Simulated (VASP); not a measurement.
Crystal: CdS.

```xyz
2
Lattice="0.0000 2.7268 2.6450 2.7268 0.0000 2.6450 2.7268 2.7268 0.0000" Properties=species:S:1:pos:R:3 pbc="T T T"
Cd    0.0000    0.0000    0.0000
S     2.7268    2.7268    2.6450
```

This cell differs from its parent crystal: uniaxial z strain -3.0%.

Base run:

| Item | Value |
| --- | --- |
| Program | VASP 6.6.1 |
| Functional | r2SCAN |
| Potentials or basis | VASP PAW PBE potentials, release 64 (Cd, S) |
| Cutoff | 520 eV |
| k mesh | 8 × 8 × 8 |
| Occupations | fermi-dirac, width 0.02 eV |
| Spin | no spin polarisation |

Its results: band gap on the k mesh 0.54 eV (least direct gap 2.53 eV); pressure 3.4 GPa.

Q: The run is repeated on the same cell with these changes: functional from r2SCAN to PBE. What comes out?

A: Band gap on the k mesh 0.07 eV (least direct gap 1.88 eV); pressure 5.0 GPa.

Caveats: the cell stands under pressure; the PAW data sets were made with another functional, which shifts forces and pressure a little (at least some runs).

A k mesh can miss the band edges.
